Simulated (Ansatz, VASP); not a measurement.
Cu2O: VASP beside Ansatz

```xyz
6
Lattice="4.1612 0.0000 0.0000 0.0000 4.1612 0.0000 0.0000 0.0000 4.1612" Properties=species:S:1:pos:R:3 pbc="T T T"
Cu    1.0403    1.0403    3.1209
Cu    3.1209    1.0403    1.0403
Cu    1.0403    3.1209    1.0403
Cu    3.1209    3.1209    3.1209
O     2.0806    2.0806    2.0806
O     0.0000    0.0000    0.0000
```

Change from the starting cell: hydrostatic strain -2.0%.

Alike in both runs: task single point; functional HSE06; k mesh 4 × 4 × 4; no spin polarisation.

```csv
,VASP,Ansatz
version,VASP 6.6.1,Ansatz 0.2.0
potentials or method,"VASP PAW PBE potentials, release 64 (Cu, O)","plane waves, PAW"
plane-wave cutoff (eV),520,420
occupations,"gaussian, width 0.01 eV",fixed
valence electrons in the cell,56,88
```

```csv
,VASP,Ansatz,Ansatz less VASP
gap on the k mesh at the Fermi level (eV),2.22,2.21,-0.012
pressure (GPa),13.0,12.0,-1.03
```

VASP's potentials hold 56 valence electrons a cell and Ansatz's 88, so a difference there can come from the potentials and not from the codes. Ansatz's warnings: stress exchange threshold loose, stress scf threshold loose.
